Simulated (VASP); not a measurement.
# Hf (I4_1/amd) in VASP: notebook

The runs below take Hf through single point, with PBE.

Program: VASP 6.6.1. These are calculated values, not measurements. Logs are shortened: lines on timing, memory, paths and dates and some standing lists are left out, and cuts for length are marked.

### Step 1. The cell of the first run

It takes space group I4_1/amd (No. 141, tetragonal). The conventional cell has a = 4.587 Å, b = 4.587 Å, c = 2.521 Å, α = 90.00°, β = 90.00°, γ = 90.00°. Hf (site symmetry -4m2) has 10 Hf at 2.38 to 2.97 Å within 3.1 Å.

### Step 2. Single point, PBE

INCAR reads:

```
  ALGO = Normal
  EDIFF = 1E-6
  ENCUT = 520
  GGA = PE
  ISIF = 2
  ISMEAR = -1
  LASPH = T
  LCHARG = T
  LELF = T
  LREAL = F
  LVHAR = T
  LWAVE = F
  NBANDS = 17
  NELM = 80
  PREC = Accurate
  SIGMA = 0.08
```

KPOINTS reads:

```
k-points
0
Gamma
  17 17 17
```

POSCAR reads:

```
Hf
1.0
   -2.2935160152      2.2935160152      1.2605856767
    2.2935160152     -2.2935160152      1.2605856767
    2.2935160152      2.2935160152     -1.2605856767
Hf
2
Direct
   -0.3750000000     -0.1250000000     -0.2500000000
    0.3750000000      0.1250000000      0.2500000000
```

Potentials or basis: VASP PAW PBE potentials, release 64 (Hf_pv).

The run is started by

```console
> cat potpaw_PBE.64/Hf_pv/POTCAR > POTCAR
> mpirun -np 1 vasp_std > vasp.out
```

OUTCAR:

```text
EDIFF = 1E-6
   ENCUT = 520
   GGA = PE
   ISIF = 2
   ISMEAR = -1
   LASPH = T
   LREAL = F
   NELM = 80
   PREC = Accurate

 ion  position               nearest neighbor table
   1  0.625  0.875  0.750-   2 2.38   2 2.38   2 2.38   2 2.38   2 2.97   2 2.97   2 2.97   2 2.97

   2  0.375  0.125  0.250-   1 2.38   1 2.38   1 2.38   1 2.38   1 2.97   1 2.97   1 2.97   1 2.97

  LATTYP: Found a body centered tetragonal cell.
 ALAT       =     4.5870320304
 C/A-ratio  =     0.5496302046

  Lattice vectors:

 A1 = (  -2.2935160152,   2.2935160152,   1.2605856767)
 A2 = (   2.2935160152,  -2.2935160152,   1.2605856767)
 A3 = (   2.2935160152,   2.2935160152,  -1.2605856767)

Analysis of symmetry for initial positions (statically):
=====================================================================
 Subroutine PRICEL returns:
 Original cell was already a primitive cell.

 Routine SETGRP: Setting up the symmetry group for a
 body centered tetragonal supercell.

 Subroutine GETGRP returns: Found 16 space group operations
 (whereof  4 operations were pure point group operations)
 out of a pool of 16 trial point group operations.

The static configuration has the point symmetry C_2h.
 The point group associated with its full space group is D_4h.

Analysis of symmetry for dynamics (positions and initial velocities):
=====================================================================
 Subroutine PRICEL returns:
 Original cell was already a primitive cell.

 Routine SETGRP: Setting up the symmetry group for a
 body centered tetragonal supercell.

 Subroutine GETGRP returns: Found 16 space group operations
 (whereof  4 operations were pure point group operations)
 out of a pool of 16 trial point group operations.

The dynamic configuration has the point symmetry C_2h.
 The point group associated with its full space group is D_4h.

 Subroutine INISYM returns: Found 16 space group operations
 (whereof  4 operations are pure point group operations),
 and found     1 'primitive' translations

----------------------------------------------------------------------------------------

                                     Primitive cell

  volume of cell :      26.5238

  direct lattice vectors                    reciprocal lattice vectors
    -2.293516015  2.293516015  1.260585677     0.000000000  0.218005890  0.396641029
     2.293516015 -2.293516015  1.260585677     0.218005890  0.000000000  0.396641029
     2.293516015  2.293516015 -1.260585677     0.218005890  0.218005890  0.000000000

  length of vectors
     3.479871790  3.479871790  3.479871790     0.452604324  0.452604324  0.308306886

  position of ions in fractional coordinates (direct lattice)
     0.625000000  0.875000000  0.750000000
     0.375000000  0.125000000  0.250000000

  ion indices of the primitive-cell ions
   primitive index   ion index
                 1           1
                 2           2

----------------------------------------------------------------------------------------

 KPOINTS: k-points

Automatic generation of k-mesh.
 Grid dimensions read from file:
 generate k-points for:   17   17   17

 Generating k-lattice:

  Cartesian coordinates                     Fractional coordinates (reciprocal lattice)
     0.000000000  0.012823876  0.023331825     0.058823529  0.000000000 -0.000000000
     0.012823876  0.000000000  0.023331825     0.000000000  0.058823529 -0.000000000
     0.012823876  0.012823876  0.000000000     0.000000000  0.000000000  0.058823529

  Length of vectors
     0.026623784  0.026623784  0.018135699

  Shift w.r.t. Gamma in fractional coordinates (k-lattice)
     0.000000000  0.000000000  0.000000000

 Subroutine IBZKPT returns following result:
 ===========================================

 Found    405 irreducible k-points:

 Following reciprocal coordinates:
            Coordinates               Weight
  0.000000  0.000000  0.000000      1.000000
  0.058824  0.000000 -0.000000      8.000000
  0.117647  0.000000 -0.000000      8.000000
  0.176471  0.000000 -0.000000      8.000000
  0.235294  0.000000 -0.000000      8.000000
  0.294118  0.000000 -0.000000      8.000000
[... 16 lines left out ...]
 -0.176471  0.058824  0.000000     16.000000
 -0.117647  0.058824  0.000000     16.000000
 [... further k-points ...]
   k-points           NKPTS =    405   k-points in BZ     NKDIM =    405   number of bands    NBANDS=     17
   number of dos      NEDOS =    301   number of ions     NIONS =      2
   total plane-waves  NPLWV =  21952
   dimension x,y,z NGX =    28 NGY =   28 NGZ =   28
   dimension x,y,z NGXF=    56 NGYF=   56 NGZF=   56
   ions per type =               2
   NGX,Y,Z   is equivalent  to a cutoff of  13.38, 13.38, 13.38 a.u.
   NGXF,Y,Z  is equivalent  to a cutoff of  26.75, 26.75, 26.75 a.u.
 SYSTEM =  unknown system
   PREC   = accura    normal or accurate (medium, high low for compatibility)
   ISTART =      0    job   : 0-new  1-cont  2-samecut
   ICHARG =      2    charge: 1-file 2-atom 10-const
   ISPIN  =      1    spin polarized calculation?
   LNONCOLLINEAR =      F non collinear calculations
   LSORBIT =      F    spin-orbit coupling
   LASPH  =      T    aspherical Exc in radial PAW
   ENCUT  =  520.0 eV  38.22 Ry    6.18 a.u.   6.47  6.47  6.47*2*pi/ulx,y,z
   NELM   =     80;   NELMIN=  2; NELMDL= -5     # of ELM steps
   EDIFF  = 0.1E-05   stopping-criterion for ELM
   LREAL  =      F    real-space projection
   EDIFFG = 0.1E-04   stopping-criterion for IOM
   NSW    =      0    number of steps for IOM
   IBRION =     -1    ionic relax: 0-MD 1-quasi-New 2-CG
   NFREE  =      0    steps in history (QN), initial steepest desc. (CG)
   ISIF   =      2    stress and relaxation
   ISYM   =      2    0-nonsym 1-usesym 2-fastsym
   POTIM  = 0.5000    time-step for ionic-motion
   TEBEG  =    0.0;   TEEND  =   0.0 temperature during run
   PSTRESS=    0.0 pullay stress
   NELECT =      20.0000    total number of electrons
   NUPDOWN=      -1.0000    fix difference up-down
   EMIN   =  10.00;   EMAX   =-10.00  energy-range for DOS
   EFERMI =   0.00;   METHOD = LEGACY
   ISMEAR =    -1;   SIGMA  =   0.08  broadening in eV -4-tet -1-fermi 0-gaus
   EFERMI_NEDOS =   21; number of points for ismear=-14 and -15
   IALGO  =     38    algorithm
   IMIX   =      4    mixing-type and parameters
     AMIX     =   0.40;   BMIX     =  1.00
     AMIX_MAG =   1.60;   BMIX_MAG =  1.00
  volume/ion in A,a.u.               =      13.26        89.50
  Fermi-wavevector in a.u.,A,eV,Ry     =   1.490068  2.815821 30.209066  2.220304
  Thomas-Fermi vector in A             =   2.602897
   LORBIT       =      0    0 simple, 1 ext, 2 COOP (PROOUT), +10 PAW based schemes
   GGA     = PE    functional components
   LHFCALC =     F    Hartree Fock is set to
   AEXX    =    0.0000 exact exchange contribution
   IVDW    =     0    specifies the selected vdW correction
   LEPSILON=     F    determine dielectric tensor
   LRPA    =     F    only Hartree local field effects (RPA)
 non-spin polarized calculation
  energy-cutoff  :      520.00
  volume of cell :       26.52
 maximum number of plane-waves:       735
 NGX is ok and might be reduce to    28
   NGX = 13   NGY = 13   NGZ = 13

 number of electron      20.0000002 magnetization

 Free energy of the ion-electron system (eV)
  ---------------------------------------------------
  ext. energy  EPLUGINS =         0.00000000
  ---------------------------------------------------
  free energy    TOTEN  =       -13.16078671 eV

  energy without entropy =      -13.13027954  energy(sigma->0) =      -13.14553313

 E-fermi :   8.5881     XC(G=0): -13.8805

 val. band max:        8.5841753310   @ k =  -0.1176   0.3529   0.0588
 cond. band min:       8.5891869778   @ k =  -0.2353   0.2941   0.1765
 fundamental gap:      0.0050116468
 Fermi energy:         8.5880814455

 k-point     1 :       0.0000    0.0000    0.0000
  band No.  band energies     occupation
      1     -23.0364      2.00000
      2     -23.0364      2.00000
      3     -19.4049      2.00000
      4     -19.3539      2.00000
      5     -19.2752      2.00000
      6     -19.2752      2.00000
[... 9 lines left out ...]
     16      20.9210      0.00000
     17      20.9746      0.00000

 k-point     2 :       0.0588    0.0000   -0.0000
  band No.  band energies     occupation
      1     -23.0275      2.00000
      2     -22.9903      2.00000
      3     -19.5570      2.00000
      4     -19.4899      2.00000
      5     -19.2778      2.00000
      6     -19.2691      2.00000
[... 9 lines left out ...]
     16      20.5113      0.00000
     17      20.8440      0.00000

 k-point     3 :       0.1176    0.0000   -0.0000
  band No.  band energies     occupation
      1     -23.0015      2.00000
      2     -22.8589      2.00000
      3     -19.9431      2.00000
      4     -19.8364      2.00000
      5     -19.3512      2.00000
      6     -19.2521      2.00000
[... 9 lines left out ...]
     16      20.3997      0.00000
     17      20.4621      0.00000

 k-point     4 :       0.1765    0.0000   -0.0000
  band No.  band energies     occupation
      1     -22.9609      2.00000
      2     -22.6656      2.00000
      3     -20.5050      2.00000
      4     -20.2825      2.00000
      5     -19.4913      2.00000
      6     -19.2275      2.00000
[... 9 lines left out ...]
     16      19.8645      0.00000
     17      21.1122      0.00000
[... 343 lines left out ...]
      1     -22.9806      2.00000
      2     -22.4987      2.00000
      3     -20.6434      2.00000
      4     -20.2672      2.00000
      5     -19.6345      2.00000
      6     -19.2270      2.00000
[... 9 lines left out ...]
     16      19.1922      0.00000
     17      20.7379      0.00000

 k-point    23 :      -0.1765    0.0588    0.0000
  band No.  band energies     occupation
      1     -23.0106      2.00000
      2     -22.7291      2.00000
      3     -20.0953      2.00000
      4     -19.8353      2.00000
      5     -19.4412      2.00000
      6     -19.2439      2.00000
[... 9 lines left out ...]
     16      19.7353      0.00000
     17      19.8900      0.00000

 k-point    24 :      -0.1176    0.0588    0.0000
  band No.  band energies     occupation
      1     -23.0225      2.00000
      2     -22.9116      2.00000
      3     -19.6990      2.00000
      4     -19.4978      2.00000
      5     -19.3470      2.00000
      6     -19.2205      2.00000
[... 9 lines left out ...]
     16      19.5082      0.00000
     17      20.4074      0.00000

 [... further k-points ...]

------------------------ aborting loop because EDIFF is reached ----------------------------------------

  FORCE on cell =-STRESS in cart. coord.  units (eV):
  Direction    XX          YY          ZZ          XY          YZ          ZX
  --------------------------------------------------------------------------------------
  -------------------------------------------------------------------------------------
  Total       22.6571024     22.6571024     22.8404889     -0.0000000     -0.0000000     -0.0000000
  in kB     1368.6078780   1368.6078780   1379.6853897     -0.0000000     -0.0000000     -0.0000000
  external PRESSURE =    1372.3003819 kB  Pullay stress =       0.0000000 kB

 VOLUME and BASIS-vectors are now :
 -----------------------------------------------------------------------------
  energy-cutoff  :      520.00
  volume of cell :       26.52
      direct lattice vectors                 reciprocal lattice vectors
    -2.293516015  2.293516015  1.260585677     0.000000000  0.218005890  0.396641029
     2.293516015 -2.293516015  1.260585677     0.218005890  0.000000000  0.396641029
     2.293516015  2.293516015 -1.260585677     0.218005890  0.218005890  0.000000000

 POSITION                                       TOTAL-FORCE (eV/Angst)
 -----------------------------------------------------------------------------------
      2.29352      1.14676      0.94544         0.000000     -0.000000     -0.000000
      0.00000      1.14676      0.31515        -0.000000      0.000000      0.000000
 -----------------------------------------------------------------------------------
    total drift:                                0.000000      0.000000     -0.000000

  FREE ENERGIE OF THE ION-ELECTRON SYSTEM (eV)
  ---------------------------------------------------
  free  energy   TOTEN  =       -13.1607867123 eV

  energy  without entropy=      -13.1302795418  energy(sigma->0) =      -13.14553313
```

Wall time 92 s (1 thread of Intel Xeon Platinum 8559C (Emerald Rapids), shared host); peak memory 0.28 GiB.

Results:

```yaml
Free_energy: -13.1608 eV
Pressure: 137.2 GPa
Band_gap_on_the_k_mesh: zero (band 10 reaches 9.58 eV, above the bottom of band 11 at 7.32 eV)
```

Caveat: spin-orbit coupling is left out, which moves the levels of the heavy elements.

### Step 3. Single point, PBE

INCAR reads:

```
ALGO = Normal ; EDIFF = 1E-6
ENCUT = 520 ; GGA = PE
ISIF = 2 ; ISMEAR = -1
LASPH = True ; LCHARG = False
LREAL = False ; LWAVE = False
NBANDS = 17 ; NELM = 60
PREC = Accurate ; SIGMA = 0.08
```

KPOINTS is that of step 2.

POSCAR reads:

```
Hf
1.0
   -2.2936816192      2.2936816192      1.2608873651
    2.2936816192     -2.2936816192      1.2608873651
    2.2936816192      2.2936816192     -1.2608873651
Hf
2
Direct
   -0.3750000000     -0.1250000000     -0.2500000000
    0.3750000000      0.1250000000      0.2500000000
```

Potentials or basis: VASP PAW PBE potentials, release 64 (Hf_pv).

The run is started by

```console
> cat potpaw_PBE.64/Hf_pv/POTCAR > POTCAR
> mpirun -np 1 vasp_std > vasp.out
```

OUTCAR:

```text
EDIFF = 1E-6
   ENCUT = 520
   GGA = PE
   ISIF = 2
   ISMEAR = -1
   LASPH = True
   LREAL = False
   NELM = 60
   PREC = Accurate

 ion  position               nearest neighbor table
   1  0.625  0.875  0.750-   2 2.38   2 2.38   2 2.38   2 2.38   2 2.97   2 2.97   2 2.97   2 2.97

   2  0.375  0.125  0.250-   1 2.38   1 2.38   1 2.38   1 2.38   1 2.97   1 2.97   1 2.97   1 2.97

  LATTYP: Found a body centered tetragonal cell.
 ALAT       =     4.5873632384
 C/A-ratio  =     0.5497220515

  Lattice vectors:

 A1 = (  -2.2936816192,   2.2936816192,   1.2608873651)
 A2 = (   2.2936816192,  -2.2936816192,   1.2608873651)
 A3 = (   2.2936816192,   2.2936816192,  -1.2608873651)

Analysis of symmetry for initial positions (statically):
=====================================================================
 Subroutine PRICEL returns:
 Original cell was already a primitive cell.

 Routine SETGRP: Setting up the symmetry group for a
 body centered tetragonal supercell.

 Subroutine GETGRP returns: Found 16 space group operations
 (whereof  4 operations were pure point group operations)
[... 163 lines left out ...]

  energy without entropy =      -13.13899625  energy(sigma->0) =      -13.15425907

 E-fermi :   8.5845     XC(G=0): -13.8784

 val. band max:        8.5810183215   @ k =  -0.1176   0.3529   0.0588
 cond. band min:       8.5853483147   @ k =  -0.2353   0.2941   0.1765
 fundamental gap:      0.0043299933
 Fermi energy:         8.5844541872

 k-point     1 :       0.0000    0.0000    0.0000
  band No.  band energies     occupation
      1     -23.0386      2.00000
      2     -23.0386      2.00000
      3     -19.4109      2.00000
      4     -19.3599      2.00000
      5     -19.2799      2.00000
      6     -19.2799      2.00000
[... 457 lines left out ...]
      4     -19.5034      2.00000
      5     -19.3519      2.00000
      6     -19.2256      2.00000
[... 9 lines left out ...]
     16      19.4997      0.00000
     17      20.4022      0.00000

 [... further k-points ...]

------------------------ aborting loop because EDIFF is reached ----------------------------------------

  FORCE on cell =-STRESS in cart. coord.  units (eV):
  Direction    XX          YY          ZZ          XY          YZ          ZX
  --------------------------------------------------------------------------------------
  -------------------------------------------------------------------------------------
  Total       22.6372803     22.6372803     22.8067638      0.0000000      0.0000000      0.0000000
  in kB     1366.8859479   1366.8859479   1377.1197104      0.0000000      0.0000000      0.0000000
  external PRESSURE =    1370.2972021 kB  Pullay stress =       0.0000000 kB

 VOLUME and BASIS-vectors are now :
 -----------------------------------------------------------------------------
  energy-cutoff  :      520.00
  volume of cell :       26.53
      direct lattice vectors                 reciprocal lattice vectors
    -2.293681619  2.293681619  1.260887365     0.000000000  0.217990150  0.396546126
     2.293681619 -2.293681619  1.260887365     0.217990150  0.000000000  0.396546126
     2.293681619  2.293681619 -1.260887365     0.217990150  0.217990150  0.000000000

 POSITION                                       TOTAL-FORCE (eV/Angst)
 -----------------------------------------------------------------------------------
      2.29368      1.14684      0.94567        -0.000000      0.000000     -0.000000
      0.00000      1.14684      0.31522         0.000000     -0.000000      0.000000
 -----------------------------------------------------------------------------------
    total drift:                                0.000000      0.000000     -0.000000

  FREE ENERGIE OF THE ION-ELECTRON SYSTEM (eV)
  ---------------------------------------------------
  free  energy   TOTEN  =       -13.1695218925 eV

  energy  without entropy=      -13.1389962537  energy(sigma->0) =      -13.15425907
```

OSZICAR:

```text
N       E                     dE             d eps       ncg     rms          rms(c)
DAV:   1     0.639581028544E+02    0.63958E+02   -0.11600E+04 13850   0.120E+03
DAV:   2    -0.120008610386E+02   -0.75959E+02   -0.73737E+02 17950   0.272E+02
DAV:   3    -0.135931513369E+02   -0.15923E+01   -0.15798E+01 15798   0.273E+01
DAV:   4    -0.135998965013E+02   -0.67452E-02   -0.67430E-02 17756   0.202E+00
DAV:   5    -0.135999218995E+02   -0.25398E-04   -0.25396E-04 16143   0.114E-01    0.881E+01
DAV:   6    -0.132821760530E+02    0.31775E+00   -0.17680E-01 15345   0.289E+00    0.517E+01
DAV:   7    -0.131727863782E+02    0.10939E+00   -0.26262E-01 16226   0.335E+00    0.174E+00
DAV:   8    -0.131694803525E+02    0.33060E-02   -0.17028E-02 16600   0.909E-01    0.197E-01
DAV:   9    -0.131695202338E+02   -0.39881E-04   -0.35804E-04 16985   0.140E-01    0.110E-01
DAV:  10    -0.131695208234E+02   -0.58966E-06   -0.15449E-05 16898   0.298E-02    0.580E-02
DAV:  11    -0.131695218377E+02   -0.10143E-05   -0.25453E-06 14786   0.111E-02    0.229E-03
DAV:  12    -0.131695218925E+02   -0.54820E-07   -0.11078E-07  7802   0.258E-03
   1 F= -.13169522E+02 E0= -.13154259E+02  d E =-.305256E-01
```

stdout:

```text
POSCAR found type information on POSCAR Hf
 POSCAR found :  1 types and       2 ions
 scaLAPACK will be used
 LDA part: xc-table for (Slater+PW92), standard interpolation
 POSCAR, INCAR and KPOINTS ok, starting setup
 FFT: planning ... GRIDC
 FFT: planning ... GRID_SOFT
 FFT: planning ... GRID
 WAVECAR not read
 entering main loop
```

Run time: 100 s. Hardware: 1 thread of Intel Xeon Platinum 8559C (Emerald Rapids), shared host; peak memory 0.28 GiB.

Results:

* Free energy: -13.1695 eV
* Pressure: 137.0 GPa
* Band gap on the k mesh: zero (band 10 reaches 9.57 eV, above the bottom of band 11 at 7.32 eV)

Caveat: spin-orbit coupling is left out, which moves the levels of the heavy elements.
